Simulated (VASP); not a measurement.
Wanted: the native input for a VASP 6.6.1 run.

* Task: single point
* Functional: LDA
* Potentials or basis: VASP PAW LDA potentials, release 64 (Pb_d, Te)
* Cutoff: 500 eV
* k mesh: 10 × 10 × 10
* Occupations: gaussian, width 0.02 eV
* Spin: no spin polarisation
* Dipole correction: no
* Further INCAR settings: ALGO = Normal; EDIFF = 1e-06; NBANDS = 17

The structure of TePb lies in POSCAR:

```
TePb
1.0
    0.0000000000      3.1897089014      3.1897089014
    3.1897089014      0.0000000000      3.1897089014
    3.1897089014      3.1897089014      0.0000000000
Pb Te
1 1
Direct
    0.0000000000      0.0000000000      0.0000000000
    0.5000000000      0.5000000000      0.5000000000
```

The input as run:

INCAR

```
PREC = Accurate
ENCUT = 500
EDIFF = 1E-6
ISMEAR = 0
SIGMA = 0.02
LREAL = F
LASPH = T
NELM = 120
ALGO = Normal
ISIF = 2
LWAVE = F
LCHARG = T
LELF = T
LVHAR = T
NBANDS = 17
GGA_COMPAT = F
```

KPOINTS

```
Automatic mesh
0
Gamma
  10 10 10
```

Potentials or basis: VASP PAW LDA potentials, release 64 (Pb_d, Te).

Run with:

```console
$ cat potpaw_LDA.64/Pb_d/POTCAR potpaw_LDA.64/Te/POTCAR > POTCAR
$ mpirun -np 1 vasp_std > vasp.out
```

Results of the run:

The pressure is 0.1 GPa. The band gap on the k mesh is 0.55 eV.

Caveat: spin-orbit coupling is left out, which moves the levels of the heavy elements.

Run time: 55 s on 1 thread of Intel(R) Xeon(R) Platinum 8259CL CPU @ 2.50GHz (Skylake/Cascade Lake), with other jobs on the host, peak memory 0.2 GiB.
